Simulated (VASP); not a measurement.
Crystal: BN.

```
B N
1.0
     2.38417    0.00000    0.00000
    -1.19209    2.06475    0.00000
     0.00000    0.00000    7.78670
B N
4 4
Direct
  0.00000 0.00000 0.00000
  0.33333 0.66667 0.25000
  0.00000 0.00000 0.50000
  0.66667 0.33333 0.75000
  0.00000 0.00000 0.18750
  0.33333 0.66667 0.43750
  0.00000 0.00000 0.68750
  0.66667 0.33333 0.93750
```

| Property | Result |
| --- | --- |
| Program | VASP 6.6.1 |
| Task | relaxation of cell and atoms |
| Functional | PBE |
| Potentials or basis | VASP PAW PBE potentials, release 64 (B, N) |
| Cutoff | 600 eV |
| k mesh | 12 × 12 × 4 |
| Occupations | fermi-dirac, width 0.02 eV |
| Spin | no spin polarisation |

At the start: pressure 121.3 GPa; volume 4.79 Å³/atom.

Q: Where does the relaxation end?

A: Over 9 steps the energy falls by 375.3 meV/atom and the volume is 5.96 Å³/atom (+24.4 %); space group P6_3mc (No. 186, to 0.1 Å) before and after.

The path:
```tsv
step	energy change (eV)	largest force (eV/Å)	pressure (GPa)	volume (Å³)
1	0.0000	0.3109	121.27	38.33
2	0.4064	0.4227	-61.55	62.17
3	-2.9939	0.2197	-3.96	48.22
4	-3.0004	0.2083	-0.71	47.80
5	-3.0005	0.2028	0.89	47.59
6	-3.0006	0.2266	0.62	47.63
7	-3.0023	0.0264	0.74	47.61
8	-3.0024	0.0258	-0.45	47.76
9	-3.0025	0.0048	0.03	47.70
```

Final structure:
```cif
data_structure
_symmetry_space_group_name_H-M 'P 1'
_symmetry_Int_Tables_number 1
_cell_length_a 2.5591
_cell_length_b 2.5591
_cell_length_c 8.4105
_cell_angle_alpha 90.000
_cell_angle_beta 90.000
_cell_angle_gamma 120.000
_cell_volume 47.70
loop_
_atom_site_label
_atom_site_type_symbol
_atom_site_fract_x
_atom_site_fract_y
_atom_site_fract_z
_atom_site_occupancy
B1 B 0.00000 0.00000 0.00037 1
B2 B 0.33333 0.66667 0.24971 1
B3 B 0.00000 0.00000 0.50037 1
B4 B 0.66667 0.33333 0.74971 1
N1 N 0.00000 0.00000 0.18700 1
N2 N 0.33333 0.66667 0.43793 1
N3 N 0.00000 0.00000 0.68700 1
N4 N 0.66667 0.33333 0.93793 1
```

Caveat: the volume moved by over 15 % at a fixed basis, so the end points are rough.
